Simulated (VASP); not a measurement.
Crystal: ZrTaN.

```xyz
3
Lattice="3.0325 0.0000 0.0000 0.0000 3.0325 0.0000 0.0000 0.0000 4.2598" Properties=species:S:1:pos:R:3 pbc="T T T"
Zr    1.5163    1.5163    2.1299
Ta    0.0000    0.0000    0.0000
N     1.5163    1.5163    0.0000
```

- Program: VASP 6.6.1
- Task: relaxation of cell and atoms
- Functional: PBE
- Potentials or basis: VASP PAW PBE potentials, release 64 (Zr_sv, Ta_pv, N)
- Cutoff: 600 eV
- k mesh: 6 × 6 × 4
- Occupations: gaussian, width 0.1 eV
- Spin: no spin polarisation

At the start: pressure 32.5 GPa; volume 13.06 Å³/atom.

Q: How do energy, volume and symmetry change on relaxing?

A: Over 10 steps the energy falls by 224.1 meV/atom and the volume is 14.71 Å³/atom (+12.7 %); space group P4/mmm (No. 123, to 0.05 Å).

The path:
| step | energy change (eV) | largest force (eV/Å) | pressure (GPa) | volume (Å³) |
| --- | --- | --- | --- | --- |
| 1 | 0.0000 | 0.0000 | 32.53 | 39.17 |
| 2 | 0.7023 | 0.0000 | -30.96 | 55.93 |
| 3 | -0.6132 | 0.0000 | -5.09 | 45.06 |
| 4 | -0.6163 | 0.0000 | -3.56 | 44.71 |
| 5 | -0.6164 | 0.0000 | -3.04 | 44.60 |
| 6 | -0.6618 | 0.0000 | 3.33 | 43.59 |
| 7 | -0.6716 | 0.0000 | 1.04 | 43.90 |
| 8 | -0.6716 | 0.0000 | 0.94 | 43.91 |
| 9 | -0.6718 | 0.0000 | -0.92 | 44.32 |
| 10 | -0.6723 | 0.0000 | -0.08 | 44.13 |

Final structure:
```
Zr Ta N
1.0
     3.06465    0.00000    0.00000
     0.00000    3.06465    0.00000
     0.00000    0.00000    4.69868
Zr Ta N
1 1 1
Direct
  0.50000 0.50000 0.50000
  0.00000 0.00000 0.00000
  0.50000 0.50000 0.00000
```

Caveat: the k points lie up to 0.34 Å⁻¹ apart in the final cell.
